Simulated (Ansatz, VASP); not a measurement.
# SiC in VASP and in Ansatz

```xyz
4
Lattice="3.0569 0.0000 0.0000 -1.5285 2.6474 0.0000 0.0000 0.0000 5.0148" Properties=species:S:1:pos:R:3 pbc="T T T"
Si    0.0000    1.7649    0.0227
Si    1.5285    0.8825    2.5301
C     0.0000    1.7649    1.9080
C     1.5285    0.8825    4.4154
```

Alike in both runs: functional LDA; k mesh 6 × 6 × 4; occupations fermi-dirac, width 0.02 eV; no spin polarisation.

Ansatz relaxed the structure, and its values are those at the end. VASP's run is a single point on that final structure, the one shown.

```csv
,VASP,Ansatz
version,VASP 6.6.1,Ansatz 0.2.0
potentials or method,"VASP PAW LDA potentials, release 64 (Si, C), cutoff 520 eV","plane waves, PAW"
valence electrons in the cell,16,16
```

```tsv
	VASP	Ansatz	Ansatz less VASP
pressure (GPa)	0.4	0.0	-0.41
```

LDA's correlation is that of Perdew and Zunger in VASP and of Perdew and Wang (1992) in Ansatz.
